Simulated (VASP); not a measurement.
GeP4, 10 atoms in the cell. Symmetry: P4/nbm, No. 125, tetragonal system. Conventional cell: a = 6.010 Å, b = 6.010 Å, c = 5.432 Å, α = 90.00°, β = 90.00°, γ = 90.00°. Ge (site symmetry 422) has 8 P at 2.61 Å within 3.4 Å. Within 3.5 Å of P (site symmetry m) lie 2 Ge at 2.61 Å and 11 P at 2.96 to 3.44 Å. The cell was generated, and may not be a known phase.

| Item | Value |
| --- | --- |
| Program | VASP 6.6.1 |
| Task | relaxation of cell and atoms |
| Functional | PBE |
| Potentials or basis | VASP PAW PBE potentials, release 64 (Ge_d, P) |
| Cutoff | 600 eV |
| k mesh | 4 × 4 × 4 |
| Occupations | gaussian, width 0.1 eV |
| Spin | no spin polarisation |
| Dipole correction | no |
| Further INCAR settings | ALGO = Normal; EDIFF = 1e-06; IBRION = 2; EDIFFG = -0.04; NSW = 90; ISIF = 3 |

Potentials or basis: VASP PAW PBE potentials, release 64 (Ge_d, P).

Launch:

```sh
$ cat potpaw_PBE.64/Ge_d/POTCAR potpaw_PBE.64/P/POTCAR > POTCAR
$ mpirun -np 1 vasp_std > vasp.out
```

Hardware: 1 thread of Intel(R) Xeon(R) 6975P-C (Granite Rapids), with other jobs on the host.

Task: How long does it take, and how much memory?

Result: Run time: 33 min on 1 thread of Intel(R) Xeon(R) 6975P-C (Granite Rapids), with other jobs on the host, peak memory 0.42 GiB. Counts: scf iterations 291, k points 18, ion steps 35.
